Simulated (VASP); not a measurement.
# SiC (CsCl type) (Pm-3m) in VASP: a series of runs, part 2 of 2

VASP 6.6.1. Earlier steps stand in the parts before.

## Step 4: Relaxation of cell and atoms, PBE, target pressure 51 GPa, at which the enthalpy is minimised

This run uses another cell than the first one, of 6.81 Å³/atom, 0.898 times its volume.

The input, INCAR:

```
PREC = Accurate
ENCUT = 600
EDIFF = 1E-6
ISMEAR = -1
SIGMA = 0.1
LREAL = F
LASPH = T
NELM = 80
ALGO = Normal
ISIF = 3
LWAVE = F
LCHARG = F
GGA = PE
IBRION = 2
NSW = 60
EDIFFG = -0.005
PSTRESS = 510.0
```

The input, KPOINTS:

```
Automatic mesh
0
Gamma
  15 15 15
```

The input, POSCAR:

```
SiC
1.0
    2.3882546694      0.0000000000      0.0000000000
    0.0000000000      2.3882546694      0.0000000000
    0.0000000000      0.0000000000      2.3882546694
Si C
1 1
Direct
    0.0000000000      0.0000000000      0.0000000000
    0.5000000000      0.5000000000      0.5000000000
```

Potentials or basis: VASP PAW PBE potentials, release 64 (Si, C).

Launch:

```sh
> cat potpaw_PBE.64/Si/POTCAR potpaw_PBE.64/C/POTCAR > POTCAR
> mpirun -np 1 vasp_std > vasp.out
```

OUTCAR:

```text
PREC = Accurate
   ENCUT = 600
   EDIFF = 1E-6
   ISMEAR = -1
   LREAL = F
   LASPH = T
   NELM = 80
   ISIF = 3
   GGA = PE
   IBRION = 2
   NSW = 60
   EDIFFG = -0.005
   PSTRESS = 510.0

 ion  position               nearest neighbor table
   1  0.000  0.000  0.000-   2 2.07   2 2.07   2 2.07   2 2.07   2 2.07   2 2.07   2 2.07   2 2.07

   2  0.500  0.500  0.500-   1 2.07   1 2.07   1 2.07   1 2.07   1 2.07   1 2.07   1 2.07   1 2.07

  LATTYP: Found a simple cubic cell.
 ALAT       =     2.3882546694

  Lattice vectors:

 A1 = (   2.3882546694,   0.0000000000,   0.0000000000)
 A2 = (   0.0000000000,   2.3882546694,   0.0000000000)
 A3 = (   0.0000000000,   0.0000000000,   2.3882546694)

Analysis of symmetry for initial positions (statically):
=====================================================================
 Subroutine PRICEL returns:
 Original cell was already a primitive cell.

 Routine SETGRP: Setting up the symmetry group for a
 simple cubic supercell.

 Subroutine GETGRP returns: Found 48 space group operations
 (whereof 48 operations were pure point group operations)
 out of a pool of 48 trial point group operations.

The static configuration has the point symmetry O_h .

Analysis of symmetry for dynamics (positions and initial velocities):
[... 275 lines left out ...]

 number of electron       8.0000001 magnetization

------------------------ aborting loop because EDIFF is reached ----------------------------------------
[... 71 lines left out ...]
--------------------------------------- Ionic step       18  -------------------------------------------

 number of electron       8.0000001 magnetization

 Free energy of the ion-electron system (eV)
  ---------------------------------------------------
  ext. energy  EPLUGINS =         0.00000000
  ---------------------------------------------------
  free energy    TOTEN  =       -10.48642121 eV

  energy without entropy =      -10.46171966  energy(sigma->0) =      -10.47407043

 E-fermi :  14.2189     XC(G=0): -13.2742

 val. band max:       14.1803165117   @ k =   0.3333   0.2000   0.0667
 cond. band min:      14.2536449002   @ k =   0.3333   0.3333   0.0667
 fundamental gap:      0.0733283884
 Fermi energy:        14.2189053736

 k-point     1 :       0.0000    0.0000    0.0000
  band No.  band energies     occupation
      1      -5.6529      2.00000
      2      12.8244      2.00000
      3      12.8244      2.00000
      4      12.8244      2.00000
      5      18.2674      0.00000
      6      18.6913      0.00000
      7      18.6913      0.00000
      8      29.8567      0.00000
[... 243 lines left out ...]
 k-point    24 :       0.3333    0.2000    0.0000
  band No.  band energies     occupation
      1      -2.4023      2.00000
      2       4.8294      2.00000
      3       9.9835      2.00000
      4      14.8958      0.00230
      5      17.7963      0.00000
      6      21.1200      0.00000
      7      24.4460      0.00000
      8      25.3347      0.00000

 [... further k-points ...]

------------------------ aborting loop because EDIFF is reached ----------------------------------------

  FORCE on cell =-STRESS in cart. coord.  units (eV):
  Direction    XX          YY          ZZ          XY          YZ          ZX
  --------------------------------------------------------------------------------------
  -------------------------------------------------------------------------------------
  Total        4.8293135      4.8293135      4.8293135      0.0000000     -0.0000000      0.0000000
  in kB      509.6980943    509.6980943    509.6980943      0.0000000     -0.0000000      0.0000000
  external PRESSURE =      -0.3019057 kB  Pullay stress =     510.0000000 kB
[... 21 lines left out ...]
  energy  without entropy=      -10.4617196571  energy(sigma->0) =      -10.47407043

  enthalpy is  TOTEN    =        -5.6542471528 eV   P V=        4.8321740550

 reached required accuracy - stopping structural energy minimisation
```

OSZICAR:

```text
N       E                     dE             d eps       ncg     rms          rms(c)
DAV:   1     0.537826061163E+01    0.53783E+01   -0.49224E+03  2152   0.993E+02
DAV:   2    -0.103011146227E+02   -0.15679E+02   -0.14756E+02  2768   0.100E+02
DAV:   3    -0.104692977824E+02   -0.16818E+00   -0.16580E+00  2384   0.121E+01
[... 86 lines left out ...]
DAV:   2    -0.104880627348E+02    0.30294E-05   -0.56732E-06  2160   0.162E-02    0.853E-03
DAV:   3    -0.104880618307E+02    0.90411E-06   -0.33778E-07   968   0.529E-03
  17 F= -.56542447E+01 E0= -.56418929E+01  d E =-.313490E-04
       N       E                     dE             d eps       ncg     rms          rms(c)
DAV:   1    -0.104864214445E+02    0.16413E-02   -0.31880E-05  2288   0.495E-02    0.727E-03
DAV:   2    -0.104864212078E+02    0.23674E-06   -0.84848E-07  1144   0.631E-03
  18 F= -.56542472E+01 E0= -.56418964E+01  d E =-.338074E-04
```

It took 36 s on 1 thread of Intel Xeon 6975P-C (Granite Rapids), shared host; peak memory 0.13 GiB.

What came out:

```yaml
Free_energy: -10.4864 eV
Relaxed_volume: 7.59 Å³/atom
Relaxed_cell: a = 2.476 Å, b = 2.476 Å, c = 2.476 Å, α = 90.00°, β = 90.00°, γ = 90.00°
Space_group_after_relaxing_to_0.05_Å: Pm-3m (No. 221)
Energy_change_on_relaxing_the_enthalpy_is_what_falls: -358.3 meV/atom
Ionic_steps: 18
Pressure_after_relaxing: 51.0 GPa
Band_gap_on_the_k_mesh: zero (band 4 reaches 15.57 eV, above the bottom of band 5 at 11.19 eV)
```

Step by step:
| step | energy change (eV) | largest force (eV/Å) | pressure (GPa) | volume (Å³) |
| --- | --- | --- | --- | --- |
| 1 | 0.0000 | 0.0000 | 100.36 | 13.62 |
| 2 | -1.1485 | 0.0000 | 2.32 | 18.19 |
| 3 | -0.7423 | 0.0000 | 48.98 | 15.26 |
| 4 | -0.7190 | 0.0000 | 50.80 | 15.19 |
| 5 | -0.7087 | 0.0000 | 51.60 | 15.16 |
| 6 | -0.7089 | 0.0000 | 51.58 | 15.16 |
| 7 | -0.7096 | 0.0000 | 51.53 | 15.16 |
| 8 | -0.7096 | 0.0000 | 51.53 | 15.16 |
| 9 | -0.7096 | 0.0000 | 51.53 | 15.16 |
| 10 | -0.7097 | 0.0000 | 51.52 | 15.16 |
| 11 | -0.7097 | 0.0000 | 51.52 | 15.16 |
| 12 | -0.7099 | 0.0000 | 51.51 | 15.16 |
| 13 | -0.7102 | 0.0000 | 51.49 | 15.16 |
| 14 | -0.7107 | 0.0000 | 51.45 | 15.16 |
| 15 | -0.7118 | 0.0000 | 51.37 | 15.17 |
| 16 | -0.7140 | 0.0000 | 51.21 | 15.17 |
| 17 | -0.7183 | 0.0000 | 50.87 | 15.19 |
| 18 | -0.7166 | 0.0000 | 50.97 | 15.18 |

Final structure:
```xyz
2
Lattice="2.4761 0.0000 0.0000 0.0000 2.4761 0.0000 0.0000 0.0000 2.4761" Properties=species:S:1:pos:R:3 pbc="T T T"
Si    0.0000    0.0000    0.0000
C     1.2380    1.2380    1.2380
```

Caveat: the cell is relaxed towards a set pressure, so the enthalpy falls and the energy may rise.

## Step 5: Relaxation of cell and atoms, PBE, target pressure 51 GPa, at which the enthalpy is minimised

The input, INCAR:

```
ALGO = Normal ; EDIFF = 1E-6
EDIFFG = -0.005 ; ENCUT = 600
GGA = PE ; IBRION = 2
ISIF = 3 ; ISMEAR = -1
LASPH = True ; LCHARG = False
LREAL = False ; LWAVE = False
NELM = 60 ; NSW = 32
PREC = Accurate ; PSTRESS = 510.0
SIGMA = 0.1
```

The input, KPOINTS:

```
k-points
0
Gamma
  15 15 15
```

The input, POSCAR:

```
SiC
1.0
    2.4759123730      0.0000000000      0.0000000000
    0.0000000000      2.4759123730      0.0000000000
    0.0000000000      0.0000000000      2.4759123730
Si C
1 1
Direct
    0.0000000000      0.0000000000      0.0000000000
    0.5000000000      0.5000000000      0.5000000000
```

Launch:

```sh
> cat potpaw_PBE.64/Si/POTCAR potpaw_PBE.64/C/POTCAR > POTCAR
> mpirun -np 1 vasp_std > vasp.out
```

Wall time 5.9 s (1 thread of Intel Xeon 6975P-C (Granite Rapids), shared host); peak memory 0.12 GiB.

The run converged. Its results:

```
Free energy             : -10.4872 eV
Pressure after relaxing : 51.0 GPa
Band gap on the k mesh  : zero (band 4 reaches 15.58 eV, above the bottom of band 5 at 11.19 eV)
```

Final structure:
```
Si C
1.0
     2.47591    0.00000    0.00000
     0.00000    2.47591    0.00000
     0.00000    0.00000    2.47591
Si C
1 1
Direct
  0.00000 0.00000 0.00000
  0.50000 0.50000 0.50000
```

Levels at points of the mesh, in eV from the Fermi level:
```
           k point  band 1  band 2  band 3  band 4  band 5  band 6  band 7  band 8
(0.00, 0.00, 0.00)  -19.87   -1.39   -1.39   -1.39    4.05    4.47    4.47   15.64
```

Caveat: the relaxation stopped at its first step, so nothing moved; the cell is relaxed towards a set pressure, so the enthalpy falls and the energy may rise.

## Step 6: Summary

```csv
task,cell,cutoff (eV),gap on the mesh (eV),pressure (GPa)
single point,"a = 2.476 Å, 2 atoms",520,none,51.0
relaxation of cell and atoms,"relaxed to 51 GPa from a = 2.388 Å, 2 atoms",600,none,51.0
relaxation of cell and atoms,"relaxed to 51 GPa from a = 2.476 Å, 2 atoms",600,none,51.0
```

Alike in all rows: level PBE; potentials or basis VASP PAW PBE potentials, release 64 (Si, C); no spin polarisation; k mesh 15 × 15 × 15; smearing fermi-dirac 0.1 eV.

Caveats: the cell is relaxed towards a set pressure, so the enthalpy falls and the energy may rise (some runs); the relaxation stopped at its first step, so nothing moved (some runs).

Absolute energies hang on the potentials; compare differences alone.
